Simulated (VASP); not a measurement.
Here is a VASP 6.6.1 calculation.

File INCAR:

```
PREC = Accurate
ENCUT = 600
EDIFF = 1E-7
ISMEAR = -1
SIGMA = 0.05
LREAL = False
LASPH = True
NELM = 80
ALGO = Normal
ISIF = 3
LWAVE = False
LCHARG = False
GGA = PE
IBRION = 2
NSW = 70
EDIFFG = -0.005
```

KPOINTS

```
regular mesh
0
Gamma
  10 10 10
```

The input POSCAR:

```
KZn
1.0
    4.3563395476      0.0000000000      0.0000000000
    0.0000000000      4.3563395476      0.0000000000
    0.0000000000      0.0000000000      4.3563395476
K Zn
1 1
Direct
    0.0000000000      0.0000000000      0.0000000000
    0.5000000000      0.5000000000      0.5000000000
```

Potentials or basis: VASP PAW PBE potentials, release 64 (K_sv, Zn).

Run with:

```sh
$ cat potpaw_PBE.64/K_sv/POTCAR potpaw_PBE.64/Zn/POTCAR > POTCAR
$ mpirun -np 1 vasp_std > vasp.out
```

Question: Predict the space group after relaxing (to 0.05 Å).

Answer: Pm-3m (No. 221).

Question: Estimate the relaxed cell.

Answer: a = 4.204 Å, b = 4.204 Å, c = 4.204 Å, α = 90.00°, β = 90.00°, γ = 90.00°.

Question: Estimate the relaxed volume.

Answer: 37.16 Å³/atom.

Step by step:
| step | energy change (eV) | largest force (eV/Å) | pressure (GPa) | volume (Å³) |
| --- | --- | --- | --- | --- |
| 1 | 0.0000 | 0.0000 | -0.76 | 82.67 |
| 2 | -0.0098 | 0.0000 | -0.59 | 80.35 |
| 3 | -0.0213 | 0.0000 | -0.12 | 75.47 |
| 4 | -0.0217 | 0.0000 | 0.01 | 74.31 |
